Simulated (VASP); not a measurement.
A run of VASP 6.6.1:

INCAR

```
ALGO = Fast
EDIFF = 1E-7
EDIFFG = -0.04
ENCUT = 600
GGA = PE
IBRION = 2
ISIF = 3
ISMEAR = 0
ISPIN = 2
LASPH = T
LCHARG = F
LMAXMIX = 4
LORBIT = 11
LREAL = F
LWAVE = F
MAGMOM = -0.13 -0.13 2.93
NELM = 150
NSW = 90
PREC = Accurate
SIGMA = 0.1
```

KPOINTS

```
k-points
0
Gamma
  6 6 4
```

File POSCAR:

```
Y2Fe
1.0
    4.0102130130      0.0000000000      0.0000000000
   -2.0051065065      3.4729463438      0.0000000000
    0.0000000000      0.0000000000      4.3299642166
Y Fe
2 1
Direct
    0.3333333333      0.6666666667      0.5000000000
    0.6666666667      0.3333333333      0.5000000000
    0.0000000000      0.0000000000      0.0000000000
```

Potentials or basis: VASP PAW PBE potentials, release 64 (Y_sv, Fe).

The run is started by

```sh
$ cat potpaw_PBE.64/Y_sv/POTCAR potpaw_PBE.64/Fe/POTCAR > POTCAR
$ mpirun -np 1 vasp_std > vasp.out
```

Hardware: 1 thread of Intel Xeon 8259CL, with other jobs on the host.

Task: Estimate the wall time of this run.

Result: It took 79 min on 1 thread of Intel Xeon 8259CL (shared host), peak memory 0.29 GiB. Counts: scf iterations 484, k points 21, ion steps 8.
